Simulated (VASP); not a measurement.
# In (P6_3/mmc) in VASP: notebook

The runs below take In through single point, with LDA.

All numbers are computed with VASP 6.6.1; they aren't measurements. Logs are shortened: lines on timing, memory, paths and dates and some standing lists are left out, and cuts for length are marked.

### 1 The cell of the first run

The structure is hexagonal, space group P6_3/mmc (No. 194). Conventional cell: a = 3.335 Å, b = 3.335 Å, c = 5.509 Å, α = 90.00°, β = 90.00°, γ = 120.00°. Within 4.4 Å of In (site symmetry -6m2) lie 12 In at 3.34 to 3.36 Å.

### 2 Single point, LDA

INCAR

```
SYSTEM = In
  PREC = Accurate
  ENCUT = 520
  EDIFF = 1E-6
  ISMEAR = -1
  SIGMA = 0.05
  LREAL = .FALSE.
  LASPH = .TRUE.
  NELM = 80
  ALGO = Normal
  ISIF = 2
  LWAVE = .FALSE.
  LCHARG = .FALSE.
  GGA = CA
  NBANDS = 20
```

KPOINTS

```
Automatic mesh
0
G
  9 9 5
  0 0 0
```

POSCAR

```
In
1.0
    3.3354847820      0.0000000000      0.0000000000
   -1.6677423910      2.8886145552      0.0000000000
    0.0000000000      0.0000000000      5.5091429200
In
2
Direct
    0.6666666667      0.3333333333      0.7500000000
    0.3333333333      0.6666666667      0.2500000000
```

Potentials or basis: VASP PAW LDA potentials, release 64 (In_d).

On the command line:

```bash
cat potpaw_LDA.64/In_d/POTCAR > POTCAR
mpirun -np 1 vasp_std > vasp.out
```

OUTCAR:

```text
SYSTEM = In
   PREC = Accurate
   ENCUT = 520
   EDIFF = 1E-6
   ISMEAR = -1
   LREAL = .FALSE.
   LASPH = .TRUE.
   NELM = 80
   ISIF = 2
   GGA = CA

 ion  position               nearest neighbor table
   1  0.667  0.333  0.750-   2 3.36   2 3.36   2 3.36   2 3.36   2 3.36   2 3.36
   2  0.333  0.667  0.250-   1 3.36   1 3.36   1 3.36   1 3.36   1 3.36   1 3.36

  LATTYP: Found a hexagonal cell.
 ALAT       =     3.3354847820
 C/A-ratio  =     1.6516768266

  Lattice vectors:

 A1 = (   3.3354847820,   0.0000000000,   0.0000000000)
 A2 = (  -1.6677423910,   2.8886145552,   0.0000000000)
 A3 = (   0.0000000000,   0.0000000000,   5.5091429200)

Analysis of symmetry for initial positions (statically):
=====================================================================
 Subroutine PRICEL returns:
 Original cell was already a primitive cell.

 Routine SETGRP: Setting up the symmetry group for a
 hexagonal supercell.

 Subroutine GETGRP returns: Found 24 space group operations
 (whereof 12 operations were pure point group operations)
 out of a pool of 24 trial point group operations.

The static configuration has the point symmetry D_3d.
 The point group associated with its full space group is D_6h.

Analysis of symmetry for dynamics (positions and initial velocities):
=====================================================================
 Subroutine PRICEL returns:
 Original cell was already a primitive cell.

 Routine SETGRP: Setting up the symmetry group for a
 hexagonal supercell.

 Subroutine GETGRP returns: Found 24 space group operations
 (whereof 12 operations were pure point group operations)
 out of a pool of 24 trial point group operations.

The dynamic configuration has the point symmetry D_3d.
 The point group associated with its full space group is D_6h.

 Subroutine INISYM returns: Found 24 space group operations
 (whereof 12 operations are pure point group operations),
 and found     1 'primitive' translations

----------------------------------------------------------------------------------------

                                     Primitive cell

  volume of cell :      53.0802

  direct lattice vectors                    reciprocal lattice vectors
     3.335484782  0.000000000  0.000000000     0.299806495  0.173093360  0.000000000
    -1.667742391  2.888614555  0.000000000     0.000000000  0.346186721  0.000000000
     0.000000000  0.000000000  5.509142920     0.000000000  0.000000000  0.181516438

  length of vectors
     3.335484782  3.335484782  5.509142920     0.346186721  0.346186721  0.181516438

  position of ions in fractional coordinates (direct lattice)
     0.666666667  0.333333333  0.750000000
     0.333333333  0.666666667  0.250000000

  ion indices of the primitive-cell ions
   primitive index   ion index
                 1           1
                 2           2

----------------------------------------------------------------------------------------

 KPOINTS: Automatic mesh

Automatic generation of k-mesh.
 Grid dimensions read from file:
 generate k-points for:    9    9    5

 Generating k-lattice:

  Cartesian coordinates                     Fractional coordinates (reciprocal lattice)
     0.033311833  0.019232596  0.000000000     0.111111111  0.000000000  0.000000000
     0.000000000  0.038465191  0.000000000     0.000000000  0.111111111  0.000000000
     0.000000000  0.000000000  0.036303288     0.000000000  0.000000000  0.200000000

  Length of vectors
     0.038465191  0.038465191  0.036303288

  Shift w.r.t. Gamma in fractional coordinates (k-lattice)
     0.000000000  0.000000000  0.000000000

 Subroutine IBZKPT returns following result:
 ===========================================

 Found     36 irreducible k-points:

 Following reciprocal coordinates:
            Coordinates               Weight
  0.000000  0.000000  0.000000      1.000000
  0.111111  0.000000  0.000000      6.000000
  0.222222  0.000000  0.000000      6.000000
  0.333333  0.000000  0.000000      6.000000
  0.444444  0.000000  0.000000      6.000000
  0.111111  0.111111  0.000000      6.000000
[... 16 lines left out ...]
  0.333333  0.222222  0.200000     24.000000
  0.333333  0.333333  0.200000      4.000000
 [... further k-points ...]
   k-points           NKPTS =     36   k-points in BZ     NKDIM =     36   number of bands    NBANDS=     20
   number of dos      NEDOS =    301   number of ions     NIONS =      2
   total plane-waves  NPLWV =  32928
   dimension x,y,z NGX =    28 NGY =   28 NGZ =   42
   dimension x,y,z NGXF=    56 NGYF=   56 NGZF=   84
   ions per type =               2
   NGX,Y,Z   is equivalent  to a cutoff of  13.96, 13.96, 12.67 a.u.
   NGXF,Y,Z  is equivalent  to a cutoff of  27.91, 27.91, 25.35 a.u.
 SYSTEM =  In
   PREC   = accura    normal or accurate (medium, high low for compatibility)
   ISTART =      0    job   : 0-new  1-cont  2-samecut
   ICHARG =      2    charge: 1-file 2-atom 10-const
   ISPIN  =      1    spin polarized calculation?
   LNONCOLLINEAR =      F non collinear calculations
   LSORBIT =      F    spin-orbit coupling
   LASPH  =      T    aspherical Exc in radial PAW
   ENCUT  =  520.0 eV  38.22 Ry    6.18 a.u.   6.20  6.20 10.24*2*pi/ulx,y,z
   NELM   =     80;   NELMIN=  2; NELMDL= -5     # of ELM steps
   EDIFF  = 0.1E-05   stopping-criterion for ELM
   LREAL  =      F    real-space projection
   EDIFFG = 0.1E-04   stopping-criterion for IOM
   NSW    =      0    number of steps for IOM
   IBRION =     -1    ionic relax: 0-MD 1-quasi-New 2-CG
   NFREE  =      0    steps in history (QN), initial steepest desc. (CG)
   ISIF   =      2    stress and relaxation
   ISYM   =      2    0-nonsym 1-usesym 2-fastsym
   POTIM  = 0.5000    time-step for ionic-motion
   TEBEG  =    0.0;   TEEND  =   0.0 temperature during run
   PSTRESS=    0.0 pullay stress
   NELECT =      26.0000    total number of electrons
   NUPDOWN=      -1.0000    fix difference up-down
   EMIN   =  10.00;   EMAX   =-10.00  energy-range for DOS
   EFERMI =   0.00;   METHOD = LEGACY
   ISMEAR =    -1;   SIGMA  =   0.05  broadening in eV -4-tet -1-fermi 0-gaus
   EFERMI_NEDOS =   21; number of points for ismear=-14 and -15
   IALGO  =     38    algorithm
   IMIX   =      4    mixing-type and parameters
     AMIX     =   0.40;   BMIX     =  1.00
     AMIX_MAG =   1.60;   BMIX_MAG =  1.00
  volume/ion in A,a.u.               =      26.54       179.10
  Fermi-wavevector in a.u.,A,eV,Ry     =   1.290491  2.438675 22.658704  1.665368
  Thomas-Fermi vector in A             =   2.422320
   LORBIT       =      0    0 simple, 1 ext, 2 COOP (PROOUT), +10 PAW based schemes
   GGA     = CA    functional components
   LHFCALC =     F    Hartree Fock is set to
   AEXX    =    0.0000 exact exchange contribution
   IVDW    =     0    specifies the selected vdW correction
   LEPSILON=     F    determine dielectric tensor
   LRPA    =     F    only Hartree local field effects (RPA)
 non-spin polarized calculation
  energy-cutoff  :      520.00
  volume of cell :       53.08
 maximum number of plane-waves:      1446
 NGX is ok and might be reduce to    28
   NGX = 13   NGY = 13   NGZ = 21

 number of electron      26.0000008 magnetization

 Free energy of the ion-electron system (eV)
  ---------------------------------------------------
  ext. energy  EPLUGINS =         0.00000000
  ---------------------------------------------------
  free energy    TOTEN  =        -6.36450819 eV

  energy without entropy =       -6.34952359  energy(sigma->0) =       -6.35701589

 E-fermi :   7.0962     XC(G=0): -10.4599

 val. band max:        7.0832029503   @ k =   0.3333   0.2222   0.2000
 cond. band min:       7.1411236031   @ k =   0.4444   0.1111   0.0000
 fundamental gap:      0.0579206528
 Fermi energy:         7.0962447092

 k-point     1 :       0.0000    0.0000    0.0000
  band No.  band energies     occupation
      1      -7.5421      2.00000
      2      -7.4860      2.00000
      3      -7.4586      2.00000
      4      -7.4586      2.00000
      5      -7.4317      2.00000
      6      -7.4317      2.00000
[... 12 lines left out ...]
     19      18.0511      0.00000
     20      18.5083      0.00000

 k-point     2 :       0.1111    0.0000    0.0000
  band No.  band energies     occupation
      1      -7.5338      2.00000
      2      -7.4901      2.00000
      3      -7.4422      2.00000
      4      -7.4241      2.00000
      5      -7.4224      2.00000
      6      -7.3988      2.00000
[... 12 lines left out ...]
     19      17.7723      0.00000
     20      19.2225      0.00000

 k-point     3 :       0.2222    0.0000    0.0000
  band No.  band energies     occupation
      1      -7.5760      2.00000
      2      -7.4683      2.00000
      3      -7.4316      2.00000
      4      -7.4285      2.00000
      5      -7.4021      2.00000
      6      -7.3448      2.00000
[... 12 lines left out ...]
     19      16.9487      0.00000
     20      18.4896      0.00000

 k-point     4 :       0.3333    0.0000    0.0000
  band No.  band energies     occupation
      1      -7.6323      2.00000
      2      -7.5031      2.00000
      3      -7.4946      2.00000
      4      -7.4341      2.00000
      5      -7.3668      2.00000
      6      -7.3154      2.00000
[... 12 lines left out ...]
     19      15.9205      0.00000
     20      17.7966      0.00000

 k-point     5 :       0.4444    0.0000    0.0000
  band No.  band energies     occupation
      1      -7.6683      2.00000
      2      -7.5528      2.00000
      3      -7.5162      2.00000
      4      -7.4537      2.00000
      5      -7.3442      2.00000
      6      -7.3267      2.00000
[... 12 lines left out ...]
     19      15.3298      0.00000
     20      17.3408      0.00000
[... 353 lines left out ...]
      6      -7.2765      2.00000
[... 12 lines left out ...]
     19      16.6676      0.00000
     20      16.7543      0.00000

 k-point    22 :       0.2222    0.2222    0.2000
  band No.  band energies     occupation
      1      -7.5405      2.00000
      2      -7.5036      2.00000
      3      -7.4750      2.00000
      4      -7.4668      2.00000
      5      -7.3796      2.00000
      6      -7.3220      2.00000
[... 12 lines left out ...]
     19      15.8112      0.00000
     20      18.6530      0.00000

 k-point    23 :       0.3333    0.2222    0.2000
  band No.  band energies     occupation
      1      -7.5553      2.00000
      2      -7.5215      2.00000
      3      -7.4693      2.00000
      4      -7.4274      2.00000
      5      -7.3945      2.00000
      6      -7.3018      2.00000
[... 12 lines left out ...]
     19      14.9548      0.00000
     20      19.8692      0.00000

 k-point    24 :       0.3333    0.3333    0.2000
  band No.  band energies     occupation
      1      -7.5519      2.00000
      2      -7.4766      2.00000
      3      -7.4766      2.00000
      4      -7.3591      2.00000
      5      -7.3591      2.00000
      6      -7.3578      2.00000
[... 12 lines left out ...]
     19      13.8662      0.00000
     20      21.4319      0.00000

 [... further k-points ...]
[... 5 lines left out ...]
  --------------------------------------------------------------------------------------
  -------------------------------------------------------------------------------------
  Total       -0.9526960     -0.9526960     -0.9253064      0.0000000      0.0000000      0.0000000
  in kB      -28.7562545    -28.7562545    -27.9295257      0.0000000      0.0000000      0.0000000
  external PRESSURE =     -28.4806783 kB  Pullay stress =       0.0000000 kB

 VOLUME and BASIS-vectors are now :
 -----------------------------------------------------------------------------
  energy-cutoff  :      520.00
  volume of cell :       53.08
      direct lattice vectors                 reciprocal lattice vectors
     3.335484782  0.000000000  0.000000000     0.299806495  0.173093360  0.000000000
    -1.667742391  2.888614555  0.000000000     0.000000000  0.346186721  0.000000000
     0.000000000  0.000000000  5.509142920     0.000000000  0.000000000  0.181516438

 POSITION                                       TOTAL-FORCE (eV/Angst)
 -----------------------------------------------------------------------------------
      1.66774      0.96287      4.13186         0.000000      0.000000      0.000000
     -0.00000      1.92574      1.37729        -0.000000     -0.000000      0.000000
 -----------------------------------------------------------------------------------
    total drift:                                0.000000     -0.000000      0.000000

  FREE ENERGIE OF THE ION-ELECTRON SYSTEM (eV)
  ---------------------------------------------------
  free  energy   TOTEN  =        -6.3645081926 eV

  energy  without entropy=       -6.3495235864  energy(sigma->0) =       -6.35701589
```

Wall time 20 s (1 thread of Intel Xeon Platinum 8488C (Sapphire Rapids), shared host); peak memory 0.16 GiB.

Results:

| Quantity | Value |
| --- | --- |
| Free energy | -6.3645 eV |
| Pressure | -2.8 GPa |
| Band gap on the k mesh | zero (band 13 reaches 9.17 eV, above the bottom of band 14 at 5.20 eV) |

Caveat: spin-orbit coupling is left out, which moves the levels of the heavy elements.

### 3 Single point, LDA

This run uses another cell than the first one, of 27.07 Å³/atom, 1.020 times its volume.

INCAR

```
  ALGO = Normal
  EDIFF = 1E-7
  ENCUT = 520
  ISIF = 2
  ISMEAR = -1
  LASPH = True
  LCHARG = False
  LREAL = False
  LWAVE = False
  NBANDS = 20
  NELM = 100
  PREC = Accurate
  SIGMA = 0.05
```

KPOINTS

```
k-points
0
Gamma
  9 9 5
```

POSCAR

```
In
1.0
    3.3575747290      0.0000000000      0.0000000000
   -1.6787873645      2.9077450104      0.0000000000
    0.0000000000      0.0000000000      5.5456283735
In
2
Direct
    0.6666666667      0.3333333333      0.7500000000
    0.3333333333      0.6666666667      0.2500000000
```

Potentials or basis: VASP PAW LDA potentials, release 64 (In_d).

On the command line:

```bash
cat potpaw_LDA.64/In_d/POTCAR > POTCAR
mpirun -np 1 vasp_std > vasp.out
```

Run time: 23 s. Hardware: 1 thread of Intel Xeon Platinum 8488C (Sapphire Rapids), shared host; peak memory 0.16 GiB.

The run converged. Its results:

| Quantity | Value |
| --- | --- |
| Free energy | -6.3439 eV |
| Pressure | -3.5 GPa |
| Band gap on the k mesh | zero (band 13 reaches 8.91 eV, above the bottom of band 14 at 5.02 eV) |

Stress tensor (GPa, compression positive):
```
-3.58  0.00  0.00
 0.00 -3.58  0.00
 0.00  0.00 -3.21
```

Levels at points of the mesh, in eV from the Fermi level:
| k point | band 9 | band 10 | band 11 | band 12 | band 13 | band 14 | band 15 | band 16 | band 17 | band 18 |
| --- | --- | --- | --- | --- | --- | --- | --- | --- | --- | --- |
| (0.00, 0.00, 0.00) | -14.26 | -14.26 | -9.37 | -4.52 | -3.28 | 8.11 | 8.11 | 9.91 | 9.91 | 9.99 |

Caveat: spin-orbit coupling is left out, which moves the levels of the heavy elements.
